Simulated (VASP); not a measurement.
Wanted: the native input for a VASP 6.6.1 run.

```yaml
Task: single point
Functional: PBE
Potentials_or_basis: VASP PAW PBE potentials, release 64 (Hf_pv)
Cutoff: 520 eV
k_mesh: 18 × 18 × 10
Occupations: gaussian, width 0.15 eV
Spin: no spin polarisation
Dipole_correction: no
Further_INCAR_settings: ALGO = Fast; EDIFF = 1e-07; NBANDS = 17
```

The structure of Hf lies in POSCAR:

```
Hf
1.0
    3.1966985242      0.0000000000      0.0000000000
   -1.5983492621      2.7684221302      0.0000000000
    0.0000000000      0.0000000000      5.1336670000
Hf
2
Direct
    0.3333333333      0.6666666667      0.2500000000
    0.6666666667      0.3333333333      0.7500000000
```

This cell differs from its parent crystal: strain +0.000 along x and y, +0.015 along z.

These files were run (other wordings do the same):

INCAR

```
PREC = Accurate
ENCUT = 520
EDIFF = 1E-7
ISMEAR = 0
SIGMA = 0.15
LREAL = False
LASPH = True
NELM = 80
ALGO = Fast
ISIF = 2
LWAVE = False
LCHARG = False
GGA = PE
NBANDS = 17
```

KPOINTS

```
Automatic mesh
0
Gamma
  18 18 10
```

Potentials or basis: VASP PAW PBE potentials, release 64 (Hf_pv).

Run with:

```console
$ cat potpaw_PBE.64/Hf_pv/POTCAR > POTCAR
$ mpirun -np 1 vasp_std > vasp.out
```

Results of the run:

```
Pressure               : -1.3 GPa
Band gap on the k mesh : zero (bands 10 and 11 overlap by 1.64 eV)
```

Caveat: the cell differs from its parent crystal (strain +0.000 along x and y, +0.015 along z); spin-orbit coupling is left out, which moves the levels of the heavy elements.

It took 63 s on 1 thread of Intel(R) Xeon(R) 6975P-C (Granite Rapids), on a shared host, peak memory 0.26 GiB.
